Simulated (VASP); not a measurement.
# SnO in VASP: single point with PBE+D3(BJ)

Aim: the single point of SnO with PBE+D3(BJ).

Everything below comes from runs of VASP 6.6.1. Logs are shortened: lines on timing, memory, paths and dates and some standing lists are left out, and cuts for length are marked.

## Step 1: The cell of the first run

The cell holds a slab with vacuum, 8 atoms: a = 3.820 Å, b = 3.820 Å, c = 22.226 Å, α = 90.00°, β = 90.00°, γ = 90.00°.

## Step 2: Single point, PBE+D3(BJ)

INCAR

```
PREC = Accurate ; ENCUT = 520
EDIFF = 1E-7 ; ISMEAR = 0
SIGMA = 0.05 ; LREAL = False
LASPH = True ; NELM = 100
ALGO = Normal ; ISIF = 2
LWAVE = False ; LCHARG = False
LDIPOL = True ; IDIPOL = 3
DIPOL = 0.5 0.5 0.403 ; GGA = PE
IVDW = 12 ; NBANDS = 50
```

KPOINTS

```
Automatic mesh
0
Gamma
  7 7 1
```

POSCAR

```
SnO
1.0
    3.8201527579      0.0002954580      0.0000000000
   -0.0003145460      3.8201527564      0.0000000000
    0.0000000000      0.0000000000     22.2260749779
Sn O
4 4
Direct
    0.9999453016      0.9999453016      0.2024648978
    0.4999453016      0.4999453016      0.3087831520
    0.4999453016      0.9999453016      0.4977503900
   -0.0000546984      0.4999453016      0.6040686442
    0.9999461181      0.4999461181      0.2556240249
    0.4999461181      0.9999461181      0.2556240249
    0.4999461181      0.4999461181      0.5509095171
   -0.0000538819      0.9999461181      0.5509095171
```

Potentials or basis: VASP PAW PBE potentials, release 64 (Sn_d, O).

On the command line:

```sh
$ cat potpaw_PBE.64/Sn_d/POTCAR potpaw_PBE.64/O/POTCAR > POTCAR
$ mpirun -np 1 vasp_std > vasp.out
```

OUTCAR:

```text
PREC = Accurate
   ENCUT = 520
   EDIFF = 1E-7
   ISMEAR = 0
   LREAL = False
   LASPH = True
   NELM = 100
   ISIF = 2
   GGA = PE
   IVDW = 12
 IVDW          = 12

 ion  position               nearest neighbor table
   1  1.000  1.000  0.202-   6 2.25   5 2.25   6 2.25   5 2.25   2 3.59   2 3.59   2 3.59   2 3.59

   2  0.500  0.500  0.309-   5 2.25   6 2.25   5 2.25   6 2.25   1 3.59   1 3.59   1 3.59   1 3.59

   3  0.500  1.000  0.498-   8 2.25   7 2.25   8 2.25   7 2.25   4 3.59   4 3.59   4 3.59   4 3.59

   4  1.000  0.500  0.604-   7 2.25   8 2.25   7 2.25   8 2.25   3 3.59   3 3.59   3 3.59   3 3.59

   5  1.000  0.500  0.256-   2 2.25   1 2.25   2 2.25   1 2.25
   6  0.500  1.000  0.256-   1 2.25   2 2.25   1 2.25   2 2.25
   7  0.500  0.500  0.551-   4 2.25   3 2.25   4 2.25   3 2.25
   8  1.000  1.000  0.551-   3 2.25   4 2.25   3 2.25   4 2.25

  LATTYP: Found a simple tetragonal cell.
 ALAT       =     3.8201527693
 C/A-ratio  =     5.8181115573

  Lattice vectors:

 A1 = (   3.8201527579,   0.0002954580,   0.0000000000)
 A2 = (  -0.0003145460,   3.8201527564,   0.0000000000)
 A3 = (   0.0000000000,   0.0000000000,  22.2260749779)

Analysis of symmetry for initial positions (statically):
=====================================================================
 Subroutine PRICEL returns:
 Original cell was already a primitive cell.

 Routine SETGRP: Setting up the symmetry group for a
 simple tetragonal supercell.

 Subroutine GETGRP returns: Found  8 space group operations
 (whereof  1 operations were pure point group operations)
 out of a pool of 16 trial point group operations.

The static configuration has the point symmetry C_1 .
 The point group associated with its full space group is D_2h.

Analysis of symmetry for dynamics (positions and initial velocities):
=====================================================================
 Subroutine PRICEL returns:
 Original cell was already a primitive cell.

 Routine SETGRP: Setting up the symmetry group for a
 simple tetragonal supercell.

 Subroutine GETGRP returns: Found  8 space group operations
 (whereof  1 operations were pure point group operations)
 out of a pool of 16 trial point group operations.

The dynamic configuration has the point symmetry C_1 .
 The point group associated with its full space group is D_2h.

 Subroutine INISYM returns: Found  8 space group operations
 (whereof  1 operations are pure point group operations),
 and found     1 'primitive' translations

----------------------------------------------------------------------------------------

[... 111 lines left out ...]
   EFERMI_NEDOS =   21; number of points for ismear=-14 and -15
   IALGO  =     38    algorithm
   IMIX   =      4    mixing-type and parameters
     AMIX     =   0.40;   BMIX     =  1.00
     AMIX_MAG =   1.60;   BMIX_MAG =  1.00
  volume/ion in A,a.u.               =      40.54       273.61
  Fermi-wavevector in a.u.,A,eV,Ry     =   1.026668  1.940121 14.341186  1.054047
  Thomas-Fermi vector in A             =   2.160573
   LORBIT       =      0    0 simple, 1 ext, 2 COOP (PROOUT), +10 PAW based schemes
   GGA     = PE    functional components
   LHFCALC =     F    Hartree Fock is set to
   AEXX    =    0.0000 exact exchange contribution
   IVDW    =    12    specifies the selected vdW correction
   LEPSILON=     F    determine dielectric tensor
   LRPA    =     F    only Hartree local field effects (RPA)
 non-spin polarized calculation
 Gauss-broadening in eV      SIGMA  =   0.05
  energy-cutoff  :      520.00
  volume of cell :      324.36
 maximum number of plane-waves:      8769
   NGX = 15   NGY = 15   NGZ = 83

 dipolmoment           0.000000      0.000000      0.000035 electrons x Angstroem

 number of electron      79.9999970 magnetization

 dipolmoment           0.000000      0.000000     -0.000001 electrons x Angstroem

 Free energy of the ion-electron system (eV)
  ---------------------------------------------------
  ext. energy  EPLUGINS =         0.00000000
  ---------------------------------------------------
  free energy    TOTEN  =       -45.17267002 eV

  energy without entropy =      -45.17267002  energy(sigma->0) =      -45.17267002

 E-fermi :   0.0652     XC(G=0):  -5.3179

 val. band max:       -0.2071735002   @ k =   0.1429  -0.0000   0.0000
 cond. band min:       2.2673428571   @ k =   0.4286  -0.0000   0.0000
 fundamental gap:      2.4745163574
 Fermi energy:         0.0651884093

 k-point     1 :       0.0000    0.0000    0.0000
  band No.  band energies     occupation
      1     -21.0541      2.00000
      2     -21.0541      2.00000
      3     -20.6935      2.00000
      4     -20.6935      2.00000
      5     -20.6559      2.00000
      6     -20.6556      2.00000
[... 837 lines left out ...]
     49       6.3543      0.00000
     50       6.3560      0.00000

------------------------ aborting loop because EDIFF is reached ----------------------------------------

 vacuum level on the upper side and lower side of the slab       (xc-potential included)        -0.124        -0.119

 Edisp (eV)   -1.23803

 E8    (eV) :    -0.5474

  FORCE on cell =-STRESS in cart. coord.  units (eV):
  Direction    XX          YY          ZZ          XY          YZ          ZX
  --------------------------------------------------------------------------------------
  -------------------------------------------------------------------------------------
  Total       0.16641     0.24348    -0.11624    -0.00001     0.00000     0.00000
  in kB       0.82199     1.20269    -0.57417    -0.00004     0.00000     0.00000
  external pressure =        0.48 kB  Pullay stress =        0.00 kB

 VOLUME and BASIS-vectors are now :
 -----------------------------------------------------------------------------
  energy-cutoff  :      520.00
  volume of cell :      324.36
      direct lattice vectors                 reciprocal lattice vectors
     3.820152758  0.000295458  0.000000000     0.261769635  0.000021554  0.000000000
    -0.000314546  3.820152756  0.000000000    -0.000020246  0.261769635  0.000000000
     0.000000000  0.000000000 22.226074978     0.000000000  0.000000000  0.044992200

 POSITION                                       TOTAL-FORCE (eV/Angst)
 -----------------------------------------------------------------------------------
      3.81963      3.82024      4.50000        -0.000000      0.000000     -0.081824
      1.90971      1.91002      6.86304        -0.000000      0.000000      0.140500
      1.90955      3.82009     11.06304        -0.000000      0.000000     -0.140500
      3.81979      1.91016     13.42607        -0.000000      0.000000      0.081824
      3.81979      1.91017      5.68152         0.000000      0.000000      0.008145
      1.90956      3.82009      5.68152         0.000000      0.000000      0.007382
      1.90971      1.91002     12.24456         0.000000      0.000000     -0.007382
      3.81963      3.82024     12.24456         0.000000      0.000000     -0.008145
 -----------------------------------------------------------------------------------
    total drift:                               -0.013970     -0.013972     -0.000066

  FREE ENERGIE OF THE ION-ELECTRON SYSTEM (eV)
  ---------------------------------------------------
  free  energy   TOTEN  =       -46.4106967180 eV

  energy  without entropy=      -46.4106967180  energy(sigma->0) =      -46.41069672

 vacuum level on the upper side and lower side of the slab         4.811         4.817
```

OSZICAR:

```text
N       E                     dE             d eps       ncg     rms          rms(c)
DAV:   1     0.945802721222E+03    0.94580E+03   -0.38060E+04  1712   0.181E+03
DAV:   2     0.136011418463E+03   -0.80979E+03   -0.78294E+03  1784   0.498E+02
DAV:   3    -0.396200901872E+02   -0.17563E+03   -0.16983E+03  1998   0.220E+02
[... 16 lines left out ...]
DAV:  20    -0.451726593350E+02   -0.22025E-04   -0.78685E-07  1522   0.691E-03    0.172E-03
DAV:  21    -0.451726672955E+02   -0.79605E-05   -0.30692E-07  1434   0.315E-03    0.147E-03
DAV:  22    -0.451726694668E+02   -0.21713E-05   -0.18840E-07  1240   0.476E-03    0.377E-04
DAV:  23    -0.451726699092E+02   -0.44239E-06   -0.72507E-08  1224   0.233E-03    0.163E-04
DAV:  24    -0.451726700179E+02   -0.10869E-06   -0.26845E-08  1124   0.145E-03    0.229E-04
DAV:  25    -0.451726700175E+02    0.40382E-09   -0.80242E-09  1184   0.105E-03
   1 F= -.46410697E+02 E0= -.46410697E+02  d E =-.338638E-15
```

stdout:

```text
POSCAR found type information on POSCAR SnO
 POSCAR found :  2 types and       8 ions
 scaLAPACK will be used
 LDA part: xc-table for (Slater+PW92), standard interpolation
 POSCAR, INCAR and KPOINTS ok, starting setup
 FFT: planning ... GRIDC
 FFT: planning ... GRID_SOFT
 FFT: planning ... GRID
 WAVECAR not read
 entering main loop
```

It took 3.1 min on 1 thread of Intel Xeon 6975P-C (Granite Rapids), shared host; peak memory 0.44 GiB.

Results:

```yaml
Free_energy: -46.4107 eV
Largest_force: 0.141 eV/Å
Band_gap_on_the_k_mesh: 2.47 eV, indirect (least direct gap 2.57 eV)
Dispersion_energy_per_atom: -0.155 eV
```

Forces on the atoms (eV/Å):
```
Sn   0.000  0.000 -0.082
Sn   0.000  0.000  0.141
Sn   0.000  0.000 -0.141
Sn   0.000  0.000  0.082
O    0.000  0.000  0.008
O    0.000  0.000  0.007
O    0.000  0.000 -0.007
O    0.000  0.000 -0.008
```

Caveat: spin-orbit coupling is left out, which moves the levels of the heavy elements.
